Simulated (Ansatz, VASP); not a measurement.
# Ca2Ti: VASP beside Ansatz

```xyz
6
Lattice="4.5823 0.0000 0.0000 0.0000 4.5823 0.0000 0.0000 0.0000 9.1676" Properties=species:S:1:pos:R:3 pbc="T T T"
Ca    0.0000    0.0000    0.0000
Ca    2.2912    2.2912    0.0000
Ca    2.2912    0.0000    5.8374
Ca    0.0000    2.2912    3.3302
Ti    2.2912    0.0000    2.4748
Ti    0.0000    2.2912    6.6927
```

Alike in both runs: functional PBE; k mesh 4 × 4 × 2; occupations gaussian, width 0.1 eV; no spin polarisation.

Ansatz relaxed the structure, and its values are those at the end. VASP's run is a single point on that final structure, the one shown.

|  | VASP | Ansatz |
| --- | --- | --- |
| version | VASP 6.6.1 | Ansatz 0.2.0 |
| potentials or method | VASP PAW PBE potentials, release 64 (Ca_sv, Ti_sv), cutoff 520 eV | scalar-relativistic, plane waves, PAW |
| valence electrons in the cell | 64 | 64 |

Ansatz gave:

- gap on the k mesh at the Fermi level (eV): none
- pressure (GPa): 0.1

Question: What did VASP give for the same quantities?

Answer: gap on the k mesh at the Fermi level (eV): none; pressure (GPa): 0.0.

A gap of «none» marks a metal or a gap that the smearing closes.
